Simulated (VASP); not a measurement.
# SnC3 (R3m) in VASP: further runs

SnC3 is run at these levels: PBE; tasks: single point.

Program: VASP 6.6.1. These are calculated values, not measurements. Logs are shortened: lines on timing, memory, paths and dates and some standing lists are left out, and cuts for length are marked.

## 1. The cell of the first run

It takes space group R3m (No. 160, trigonal). The conventional cell has a = 3.143 Å, b = 3.143 Å, c = 15.616 Å, α = 90.00°, β = 90.00°, γ = 120.00°. C (site symmetry 3m) has 3 C at 1.90 Å and 1 Sn at 2.18 Å within 2.5 Å. Within 2.0 Å of C (site symmetry 3m) lie 1 C at 1.46 Å. Within 2.0 Å of C (site symmetry 3m) lie 4 C at 1.46 to 1.90 Å. Sn (site symmetry 3m) has 4 C at 2.08 to 2.18 Å within 2.8 Å.

## 2. Single point, PBE

Contents of INCAR:

```
SYSTEM = SnC3
  PREC = Accurate
  ENCUT = 520
  EDIFF = 1E-6
  ISMEAR = -1
  SIGMA = 0.02
  LREAL = .False.
  LASPH = .True.
  NELM = 100
  ALGO = Normal
  ISIF = 2
  LWAVE = .False.
  LCHARG = .True.
  GGA = PE
  LELF = .True.
  LVHAR = .True.
  NBANDS = 21
```

Contents of KPOINTS:

```
regular mesh
0
Gamma
  8 8 8
  0 0 0
```

Contents of POSCAR:

```
SnC3
1.0
    1.5715728545      0.9073480106      5.2052497761
   -1.5715728545      0.9073480106      5.2052497761
    0.0000000000     -1.8146960212      5.2052497761
C Sn
3 1
Direct
    1.0147226421      0.0147226421      0.0147226421
    0.4768905496      0.4768905496      0.4768905496
    0.3831861780      0.3831861780      0.3831861780
    0.8752006303      0.8752006303      0.8752006303
```

Potentials or basis: VASP PAW PBE potentials, release 64 (C, Sn_d).

Run with:

```console
$ cat potpaw_PBE.64/C/POTCAR potpaw_PBE.64/Sn_d/POTCAR > POTCAR
$ mpirun -np 1 vasp_std > vasp.out
```

OUTCAR:

```text
SYSTEM = SnC3
   PREC = Accurate
   ENCUT = 520
   EDIFF = 1E-6
   ISMEAR = -1
   LREAL = .False.
   LASPH = .True.
   NELM = 100
   ISIF = 2
   GGA = PE

 ion  position               nearest neighbor table
   1  0.015  0.015  0.015-   3 1.90   3 1.90   3 1.90   4 2.18
   2  0.477  0.477  0.477-   3 1.46   4 2.08   4 2.08   4 2.08
   3  0.383  0.383  0.383-   2 1.46   1 1.90   1 1.90   1 1.90
   4  0.875  0.875  0.875-   2 2.08   2 2.08   2 2.08   1 2.18

  LATTYP: Found a trigonal (rhomboedric) cell.
 ALAT       =     5.5125082205
 COS(alpha) =     0.8374449250

  Lattice vectors:

 A1 = (   1.5715728545,   0.9073480106,   5.2052497761)
 A2 = (  -1.5715728545,   0.9073480106,   5.2052497761)
 A3 = (   0.0000000000,  -1.8146960212,   5.2052497761)

Analysis of symmetry for initial positions (statically):
=====================================================================
 Subroutine PRICEL returns:
 Original cell was already a primitive cell.

 Routine SETGRP: Setting up the symmetry group for a
 trigonal (rhombohedral) supercell.

 Subroutine GETGRP returns: Found  6 space group operations
 (whereof  6 operations were pure point group operations)
 out of a pool of 12 trial point group operations.

The static configuration has the point symmetry C_3v.

Analysis of symmetry for dynamics (positions and initial velocities):
=====================================================================
 Subroutine PRICEL returns:
 Original cell was already a primitive cell.

 Routine SETGRP: Setting up the symmetry group for a
 trigonal (rhombohedral) supercell.

 Subroutine GETGRP returns: Found  6 space group operations
 (whereof  6 operations were pure point group operations)
 out of a pool of 12 trial point group operations.

The dynamic configuration has the point symmetry C_3v.

 Subroutine INISYM returns: Found  6 space group operations
 (whereof  6 operations are pure point group operations),
 and found     1 'primitive' translations

----------------------------------------------------------------------------------------

                                     Primitive cell

  volume of cell :      44.5350

  direct lattice vectors                    reciprocal lattice vectors
     1.571572855  0.907348011  5.205249776     0.318152607  0.183685493  0.064037913
    -1.571572855  0.907348011  5.205249776    -0.318152607  0.183685493  0.064037913
     0.000000000 -1.814696021  5.205249776     0.000000000 -0.367370986  0.064037913

  length of vectors
     5.512508220  5.512508220  5.512508220     0.372910573  0.372910573  0.372910573

  position of ions in fractional coordinates (direct lattice)
     0.014722642  0.014722642  0.014722642
     0.476890550  0.476890550  0.476890550
     0.383186178  0.383186178  0.383186178
     0.875200630  0.875200630  0.875200630

  ion indices of the primitive-cell ions
   primitive index   ion index
                 1           1
                 2           2
                 3           3
                 4           4

----------------------------------------------------------------------------------------

 KPOINTS: regular mesh

Automatic generation of k-mesh.
 Grid dimensions read from file:
 generate k-points for:    8    8    8

 Generating k-lattice:

  Cartesian coordinates                     Fractional coordinates (reciprocal lattice)
     0.039769076  0.022960687  0.008004739     0.125000000  0.000000000  0.000000000
    -0.039769076  0.022960687  0.008004739     0.000000000  0.125000000  0.000000000
     0.000000000 -0.045921373  0.008004739     0.000000000  0.000000000  0.125000000

  Length of vectors
     0.046613822  0.046613822  0.046613822

  Shift w.r.t. Gamma in fractional coordinates (k-lattice)
     0.000000000  0.000000000  0.000000000

 Subroutine IBZKPT returns following result:
 ===========================================

 Found     65 irreducible k-points:

 Following reciprocal coordinates:
            Coordinates               Weight
  0.000000  0.000000  0.000000      1.000000
  0.125000 -0.000000  0.000000      6.000000
  0.250000 -0.000000  0.000000      6.000000
  0.375000  0.000000 -0.000000      6.000000
  0.500000 -0.000000  0.000000      3.000000
  0.125000  0.125000  0.000000      6.000000
[... 16 lines left out ...]
  0.250000  0.125000  0.125000      6.000000
  0.375000  0.125000  0.125000      6.000000
 [... further k-points ...]
   k-points           NKPTS =     65   k-points in BZ     NKDIM =     65   number of bands    NBANDS=     21
   number of dos      NEDOS =    301   number of ions     NIONS =      4
   total plane-waves  NPLWV =  74088
   dimension x,y,z NGX =    42 NGY =   42 NGZ =   42
   dimension x,y,z NGXF=    84 NGYF=   84 NGZF=   84
   ions per type =               3   1
   NGX,Y,Z   is equivalent  to a cutoff of  12.67, 12.67, 12.67 a.u.
   NGXF,Y,Z  is equivalent  to a cutoff of  25.33, 25.33, 25.33 a.u.
 SYSTEM =  SnC3
   PREC   = accura    normal or accurate (medium, high low for compatibility)
   ISTART =      0    job   : 0-new  1-cont  2-samecut
   ICHARG =      2    charge: 1-file 2-atom 10-const
   ISPIN  =      1    spin polarized calculation?
   LNONCOLLINEAR =      F non collinear calculations
   LSORBIT =      F    spin-orbit coupling
   LASPH  =      T    aspherical Exc in radial PAW
   ENCUT  =  520.0 eV  38.22 Ry    6.18 a.u.  10.25 10.25 10.25*2*pi/ulx,y,z
   NELM   =    100;   NELMIN=  2; NELMDL= -5     # of ELM steps
   EDIFF  = 0.1E-05   stopping-criterion for ELM
   LREAL  =      F    real-space projection
   EDIFFG = 0.1E-04   stopping-criterion for IOM
   NSW    =      0    number of steps for IOM
   IBRION =     -1    ionic relax: 0-MD 1-quasi-New 2-CG
   NFREE  =      0    steps in history (QN), initial steepest desc. (CG)
   ISIF   =      2    stress and relaxation
   ISYM   =      2    0-nonsym 1-usesym 2-fastsym
   POTIM  = 0.5000    time-step for ionic-motion
   TEBEG  =    0.0;   TEEND  =   0.0 temperature during run
   PSTRESS=    0.0 pullay stress
   NELECT =      26.0000    total number of electrons
   NUPDOWN=      -1.0000    fix difference up-down
   EMIN   =  10.00;   EMAX   =-10.00  energy-range for DOS
   EFERMI =   0.00;   METHOD = LEGACY
   ISMEAR =    -1;   SIGMA  =   0.02  broadening in eV -4-tet -1-fermi 0-gaus
[... 14 lines left out ...]
   LRPA    =     F    only Hartree local field effects (RPA)
 non-spin polarized calculation
  energy-cutoff  :      520.00
  volume of cell :       44.53
 maximum number of plane-waves:      1213
 NGX is ok and might be reduce to    42
   NGX = 21   NGY = 21   NGZ = 21

 number of electron      26.0000001 magnetization

 Free energy of the ion-electron system (eV)
  ---------------------------------------------------
  ext. energy  EPLUGINS =         0.00000000
  ---------------------------------------------------
  free energy    TOTEN  =       -25.11751880 eV

  energy without entropy =      -25.11718100  energy(sigma->0) =      -25.11734990

 E-fermi :   9.1300     XC(G=0): -11.4885

 val. band max:        9.1101783845   @ k =   0.1250   0.1250   0.1250
 cond. band min:       9.1773885426   @ k =   0.0000   0.0000   0.0000
 fundamental gap:      0.0672101582
 Fermi energy:         9.1299597664

 k-point     1 :       0.0000    0.0000    0.0000
  band No.  band energies     occupation
      1     -13.0197      2.00000
      2     -13.0197      2.00000
      3     -13.0026      2.00000
      4     -12.7249      2.00000
      5     -12.7249      2.00000
      6      -8.3259      2.00000
[... 13 lines left out ...]
     20      17.2550      0.00000
     21      19.6943      0.00000

 k-point     2 :       0.1250   -0.0000    0.0000
  band No.  band energies     occupation
      1     -13.0543      2.00000
      2     -12.9772      2.00000
      3     -12.9571      2.00000
      4     -12.7552      2.00000
      5     -12.7297      2.00000
      6      -8.0732      2.00000
[... 13 lines left out ...]
     20      17.5826      0.00000
     21      19.9186      0.00000

 k-point     3 :       0.2500   -0.0000    0.0000
  band No.  band energies     occupation
      1     -13.1245      2.00000
      2     -12.8808      2.00000
      3     -12.8761      2.00000
      4     -12.8123      2.00000
      5     -12.7331      2.00000
      6      -7.3518      2.00000
[... 13 lines left out ...]
     20      18.0094      0.00000
     21      19.5003      0.00000

 k-point     4 :       0.3750    0.0000   -0.0000
  band No.  band energies     occupation
      1     -13.1957      2.00000
      2     -12.9009      2.00000
      3     -12.8219      2.00000
      4     -12.7619      2.00000
      5     -12.6963      2.00000
      6      -6.3256      2.00000
[... 13 lines left out ...]
     20      17.9769      0.00000
     21      19.0399      0.00000

 k-point     5 :       0.5000   -0.0000    0.0000
  band No.  band energies     occupation
      1     -13.2255      2.00000
      2     -12.9243      2.00000
      3     -12.8156      2.00000
      4     -12.7274      2.00000
      5     -12.6621      2.00000
      6      -5.6557      2.00000
[... 13 lines left out ...]
     20      17.8361      0.00000
     21      19.0232      0.00000

 k-point     6 :       0.1250    0.1250    0.0000
  band No.  band energies     occupation
      1     -13.0541      2.00000
      2     -12.9771      2.00000
      3     -12.9572      2.00000
      4     -12.7553      2.00000
      5     -12.7296      2.00000
      6      -8.0557      2.00000
[... 13 lines left out ...]
     20      17.6140      0.00000
     21      19.9497      0.00000

 k-point     7 :       0.2500    0.1250    0.0000
  band No.  band energies     occupation
      1     -13.0839      2.00000
      2     -12.9535      2.00000
      3     -12.8688      2.00000
      4     -12.7988      2.00000
      5     -12.7362      2.00000
      6      -7.5522      2.00000
[... 13 lines left out ...]
     20      17.3410      0.00000
     21      19.6611      0.00000
[... 291 lines left out ...]
      1     -13.1132      2.00000
      2     -12.8854      2.00000
      3     -12.8553      2.00000
      4     -12.7581      2.00000
      5     -12.7433      2.00000
      6      -5.2377      2.00000
[... 13 lines left out ...]
     20      18.1603      0.00000
     21      19.6262      0.00000

 k-point    21 :       0.5000    0.5000    0.0000
  band No.  band energies     occupation
      1     -13.2269      2.00000
      2     -12.9297      2.00000
      3     -12.8145      2.00000
      4     -12.7240      2.00000
      5     -12.6620      2.00000
      6      -5.5792      2.00000
[... 13 lines left out ...]
     20      19.0345      0.00000
     21      20.2607      0.00000

 k-point    22 :       0.1250    0.1250    0.1250
  band No.  band energies     occupation
      1     -13.0198      2.00000
      2     -13.0198      2.00000
      3     -13.0015      2.00000
      4     -12.7249      2.00000
      5     -12.7249      2.00000
      6      -8.2741      2.00000
[... 13 lines left out ...]
     20      17.3374      0.00000
     21      19.8592      0.00000

 k-point    23 :       0.2500    0.1250    0.1250
  band No.  band energies     occupation
      1     -13.0546      2.00000
      2     -12.9772      2.00000
      3     -12.9552      2.00000
      4     -12.7553      2.00000
      5     -12.7298      2.00000
      6      -7.9903      2.00000
[... 13 lines left out ...]
     20      17.6695      0.00000
     21      19.9285      0.00000

 k-point    24 :       0.3750    0.1250    0.1250
  band No.  band energies     occupation
      1     -13.1251      2.00000
      2     -12.8809      2.00000
      3     -12.8740      2.00000
      4     -12.8124      2.00000
      5     -12.7331      2.00000
      6      -7.2499      2.00000
[... 13 lines left out ...]
     20      17.9522      0.00000
     21      18.9977      0.00000

 [... further k-points ...]

------------------------ aborting loop because EDIFF is reached ----------------------------------------

  FORCE on cell =-STRESS in cart. coord.  units (eV):
  Direction    XX          YY          ZZ          XY          YZ          ZX
  --------------------------------------------------------------------------------------
  -------------------------------------------------------------------------------------
  Total       -0.0073174     -0.0073174      0.0070780      0.0000000     -0.0000000      0.0000000
  in kB       -0.2632484     -0.2632484      0.2546379      0.0000000     -0.0000000      0.0000000
  external PRESSURE =      -0.0906197 kB  Pullay stress =       0.0000000 kB

 VOLUME and BASIS-vectors are now :
 -----------------------------------------------------------------------------
  energy-cutoff  :      520.00
  volume of cell :       44.53
      direct lattice vectors                 reciprocal lattice vectors
     1.571572855  0.907348011  5.205249776     0.318152607  0.183685493  0.064037913
    -1.571572855  0.907348011  5.205249776    -0.318152607  0.183685493  0.064037913
     0.000000000 -1.814696021  5.205249776     0.000000000 -0.367370986  0.064037913

 POSITION                                       TOTAL-FORCE (eV/Angst)
 -----------------------------------------------------------------------------------
      0.00000      0.00000      0.22991         0.000000      0.000000      0.001670
      0.00000      0.00000      7.44700         0.000000      0.000000      0.070771
      0.00000      0.00000      5.98374         0.000000      0.000000     -0.041449
      0.00000      0.00000     13.66691         0.000000     -0.000000     -0.030991
 -----------------------------------------------------------------------------------
    total drift:                                0.000000      0.000000      0.000168

  FREE ENERGIE OF THE ION-ELECTRON SYSTEM (eV)
  ---------------------------------------------------
  free  energy   TOTEN  =       -25.1175188035 eV

  energy  without entropy=      -25.1171810039  energy(sigma->0) =      -25.11734990
```

It took 73 s on 1 thread of Intel Xeon 6975P-C (Granite Rapids), shared host; peak memory 0.27 GiB.

Results:

```yaml
Free_energy: -25.1175 eV
Pressure: 0.0 GPa
Largest_force: 0.071 eV/Å
Band_gap_on_the_k_mesh: zero (band 13 reaches 9.18 eV, above the bottom of band 14 at 9.11 eV)
```

Forces in eV/Å, atoms in the order of the input:
```
C    0.000  0.000  0.002
C    0.000  0.000  0.071
C    0.000  0.000 -0.041
Sn   0.000  0.000 -0.031
```

Levels at points of the mesh, in eV from the Fermi level:
```tsv
k point	band 11	band 12	band 13	band 14	band 15	band 16
(0.00, 0.00, 0.00)	-2.54	-0.09	0.05	0.05	1.85	3.37
(0.50, 0.00, 0.00)	-5.26	-5.14	-2.14	1.18	3.21	4.51
(0.50, 0.50, 0.00)	-5.44	-2.54	-1.29	0.38	1.07	3.05
(0.50, 0.50, 0.50)	-3.56	-0.45	-0.45	0.10	2.59	3.82
```

Caveat: spin-orbit coupling is left out, which moves the levels of the heavy elements.

## 3. Single point, PBE (volume changed by +3%)

Contents of INCAR:

```
SYSTEM = SnC3
PREC     = Accurate       ! precision mode
ENCUT    = 520            ! plane-wave cutoff, eV
EDIFF    = 1E-6           ! SCF threshold, eV
ISMEAR   = -1             ! smearing method
SIGMA    = 0.02           ! smearing width, eV
LREAL    = .False.        ! projectors in reciprocal space
LASPH    = .True.         ! aspherical terms in the spheres
NELM     = 80             ! most SCF steps
ALGO     = Normal         ! electronic algorithm
ISIF     = 2              ! what is computed and relaxed
LWAVE    = .False.        ! write WAVECAR
LCHARG   = .False.        ! write CHGCAR
GGA      = PE             ! functional
NBANDS   = 21             ! bands
```

KPOINTS is that of step 2.

Contents of POSCAR:

```
SnC3
1.0
    1.5871339938      0.9163322386      5.2567902545
   -1.5871339938      0.9163322386      5.2567902545
    0.0000000000     -1.8326644771      5.2567902545
C Sn
3 1
Direct
    1.0147226421      0.0147226421      0.0147226421
    0.4768905496      0.4768905496      0.4768905496
    0.3831861780      0.3831861780      0.3831861780
    0.8752006303      0.8752006303      0.8752006303
```

Potentials or basis: VASP PAW PBE potentials, release 64 (C, Sn_d).

Run with:

```console
$ cat potpaw_PBE.64/C/POTCAR potpaw_PBE.64/Sn_d/POTCAR > POTCAR
$ mpirun -np 1 vasp_std > vasp.out
```

Run time: 69 s. Hardware: 1 thread of Intel Xeon 6975P-C (Granite Rapids), shared host; peak memory 0.27 GiB.

Results (log left out):

* Free energy: -25.0977 eV
* Pressure: -4.8 GPa
* Largest force: 0.252 eV/Å
* Band gap on the k mesh: zero (band 13 reaches 8.77 eV, above the bottom of band 14 at 8.64 eV)

Forces on the atoms (eV/Å):
```
C    0.000  0.000 -0.011
C    0.000  0.000 -0.019
C    0.000  0.000  0.252
Sn   0.000  0.000 -0.222
```

Stress tensor (GPa, compression positive):
```
-3.89  0.00  0.00
 0.00 -3.89  0.00
 0.00  0.00 -6.63
```

Levels at points of the mesh, in eV from the Fermi level:
```
           k point  band 10  band 11  band 12  band 13  band 14  band 15  band 16  band 17
(0.00, 0.00, 0.00)    -3.52    -2.44    -0.21     0.10     0.10     1.82     3.38     3.38
(0.50, 0.00, 0.00)    -6.75    -5.09    -4.92    -2.02     1.21     3.19     4.45     5.63
(0.50, 0.50, 0.00)    -5.48    -5.21    -2.42    -1.20     0.40     1.07     2.96     4.51
(0.50, 0.50, 0.50)    -3.39    -3.39    -0.38    -0.38     0.02     2.58     3.82     3.82
```

Caveat: spin-orbit coupling is left out, which moves the levels of the heavy elements.

## 4. Single point, PBE (volume changed by +6%)

Contents of INCAR:

```
PREC     = Accurate       # precision mode
ENCUT    = 520            # plane-wave cutoff, eV
EDIFF    = 1E-6           # SCF threshold, eV
ISMEAR   = -1             # smearing method
SIGMA    = 0.02           # smearing width, eV
LREAL    = F              # projectors in reciprocal space
LASPH    = T              # aspherical terms in the spheres
NELM     = 80             # most SCF steps
ALGO     = Normal         # electronic algorithm
ISIF     = 2              # what is computed and relaxed
LWAVE    = F              # write WAVECAR
LCHARG   = F              # write CHGCAR
GGA      = PE             # functional
NBANDS   = 21             # bands
```

Contents of KPOINTS:

```
regular mesh
0
Gamma
  8 8 8
```

Contents of POSCAR:

```
SnC3
1.0
    1.6023958338      0.9251436660      5.3073394156
   -1.6023958338      0.9251436660      5.3073394156
    0.0000000000     -1.8502873320      5.3073394156
C Sn
3 1
Direct
    1.0147226421      0.0147226421      0.0147226421
    0.4768905496      0.4768905496      0.4768905496
    0.3831861780      0.3831861780      0.3831861780
    0.8752006303      0.8752006303      0.8752006303
```

Run with:

```console
$ cat potpaw_PBE.64/C/POTCAR potpaw_PBE.64/Sn_d/POTCAR > POTCAR
$ mpirun -np 1 vasp_std > vasp.out
```

Wall time 63 s (1 thread of Intel Xeon 6975P-C (Granite Rapids), shared host); peak memory 0.27 GiB.

It converged, with:

```yaml
Free_energy: -25.0410 eV
Pressure: -8.9 GPa
Largest_force: 0.522 eV/Å
Band_gap_on_the_k_mesh: zero (band 13 reaches 8.39 eV, above the bottom of band 14 at 8.14 eV)
```

Forces on the atoms (eV/Å):
```
C    0.000  0.000 -0.015
C    0.000  0.000 -0.111
C    0.000  0.000  0.522
Sn   0.000  0.000 -0.396
```

Stress tensor (GPa, compression positive):
```
 -7.18   0.00   0.00
  0.00  -7.18   0.00
  0.00   0.00 -12.33
```

Levels at points of the mesh, in eV from the Fermi level:
```tsv
k point	band 10	band 11	band 12	band 13	band 14	band 15	band 16	band 17
(0.00, 0.00, 0.00)	-3.37	-2.36	-0.34	0.14	0.14	1.77	3.37	3.37
(0.50, 0.00, 0.00)	-6.55	-4.94	-4.73	-1.93	1.23	3.16	4.36	5.56
(0.50, 0.50, 0.00)	-5.30	-5.02	-2.32	-1.14	0.40	1.06	2.86	4.47
(0.50, 0.50, 0.50)	-3.24	-3.24	-0.32	-0.32	-0.06	2.55	3.80	3.80
```

Caveat: spin-orbit coupling is left out, which moves the levels of the heavy elements.

## 5. Summary

```tsv
cell	gap on the mesh (eV)	pressure (GPa)	largest force (eV/Å)
a = 5.513 Å, angles 33.1°, 4 atoms	none	0.0	0.07
a = 5.567 Å, angles 33.1°, 4 atoms	none	-4.8	0.25
a = 5.621 Å, angles 33.1°, 4 atoms	none	-8.9	0.52
```

Alike in all rows: task single point; level PBE; potentials or basis VASP PAW PBE potentials, release 64 (C, Sn_d); no spin polarisation; k mesh 8 × 8 × 8; cutoff (eV) 520; smearing fermi-dirac 0.02 eV.

Caveats: spin-orbit coupling is left out, which moves the levels of the heavy elements.

Absolute energies hang on the potentials; compare differences alone.
